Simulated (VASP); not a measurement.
Here is a VASP 6.6.1 calculation.

INCAR

```
SYSTEM = Ag2O
PREC = Accurate ; ENCUT = 600
EDIFF = 1E-6 ; ISMEAR = 0
SIGMA = 0.1 ; LREAL = .FALSE.
LASPH = .TRUE. ; NELM = 120
ALGO = Normal ; ISIF = 2
LWAVE = .FALSE. ; LCHARG = .FALSE.
GGA = PE ; NBANDS = 37
GGA_COMPAT = .FALSE.
```

Contents of KPOINTS:

```
regular mesh
0
G
  8 8 8
  0 0 0
```

The input POSCAR:

```
Ag2O
1.0
    4.6112458150      0.0000000000      0.0000000000
    0.0000000000      4.6112458150      0.0000000000
    0.0000000000      0.0000000000      4.6112458150
Ag O
4 2
Direct
    0.2500000000      0.2500000000      0.2500000000
    0.2500000000      0.7500000000      0.7500000000
    0.7500000000      0.7500000000      0.2500000000
    0.7500000000      0.2500000000      0.7500000000
    0.0000000000      0.0000000000      0.0000000000
    0.5000000000      0.5000000000      0.5000000000
```

Potentials or basis: VASP PAW PBE potentials, release 64 (Ag, O).

The run is started by

```sh
$ cat potpaw_PBE.64/Ag/POTCAR potpaw_PBE.64/O/POTCAR > POTCAR
$ mpirun -np 1 vasp_std > vasp.out
```

Task: Predict the pressure.

Result: 12.3 GPa.

Task: Predict the band gap on the k mesh.

Result: 0.16 eV.

Caveat: the cell stands under pressure. A k mesh can miss the band edges.
